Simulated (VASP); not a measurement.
Input of a VASP 6.6.1 run:

File INCAR:

```
SYSTEM = Sr
PREC = Accurate
ENCUT = 520
EDIFF = 1E-6
ISMEAR = -1
SIGMA = 0.08
LREAL = .FALSE.
LASPH = .TRUE.
NELM = 60
ALGO = Normal
ISIF = 2
LWAVE = .FALSE.
LCHARG = .TRUE.
GGA = PE
LELF = .TRUE.
LVHAR = .TRUE.
NBANDS = 11
```

The input KPOINTS:

```
Automatic mesh
0
G
  12 12 12
  0 0 0
```

Contents of POSCAR:

```
Sr
1.0
    0.0000000000      2.8486728200      2.8486728200
    2.8486728200      0.0000000000      2.8486728200
    2.8486728200      2.8486728200      0.0000000000
Sr
1
Direct
    0.0000000000      0.0000000000      0.0000000000
```

Potentials or basis: VASP PAW PBE potentials, release 64 (Sr_sv).

Launch:

```sh
$ cat potpaw_PBE.64/Sr_sv/POTCAR > POTCAR
$ mpirun -np 1 vasp_std > vasp.out
```

(1) What does it give for the pressure?

Answers

(1) 2.7 GPa.
